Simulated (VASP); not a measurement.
A run of VASP 6.6.1:

Contents of INCAR:

```
SYSTEM = Si2W
PREC     = Accurate       ! precision mode
ENCUT    = 520            ! plane-wave cutoff, eV
EDIFF    = 1E-8           ! SCF threshold, eV
ISMEAR   = -1             ! smearing method
SIGMA    = 0.03           ! smearing width, eV
LREAL    = .False.        ! projectors in reciprocal space
LASPH    = .True.         ! aspherical terms in the spheres
NELM     = 80             ! most SCF steps
ALGO     = Normal         ! electronic algorithm
ISIF     = 2              ! what is computed and relaxed
LWAVE    = .False.        ! write WAVECAR
LCHARG   = .False.        ! write CHGCAR
GGA      = PS             ! functional
LEFG     = .True.       
NBANDS   = 18             ! bands
```

File KPOINTS:

```
regular mesh
0
Gamma
  18 18 18
  0 0 0
```

POSCAR

```
Si2W
1.0
   -1.6271340025      1.6271340025      3.9918480510
    1.6271340025     -1.6271340025      3.9918480510
    1.6271340025      1.6271340025     -3.9918480510
Si W
2 1
Direct
    0.3330000000      0.3330000000      0.0000000000
    0.6670000000      0.6670000000      0.0000000000
    0.0000000000      0.0000000000      0.0000000000
```

Potentials or basis: VASP PAW PBE potentials, release 64 (Si, W_sv).

Launch:

```sh
$ cat potpaw_PBE.64/Si/POTCAR potpaw_PBE.64/W_sv/POTCAR > POTCAR
$ mpirun -np 1 vasp_std > vasp.out
```

Hardware: 1 thread of Intel(R) Xeon(R) Platinum 8488C (Sapphire Rapids) (shared host).

Q: Estimate the wall time of this run.

A: It took 9.8 min on 1 thread of Intel(R) Xeon(R) Platinum 8488C (Sapphire Rapids), on a shared host, peak memory 0.47 GiB. Counts: scf iterations 15, k points 480.
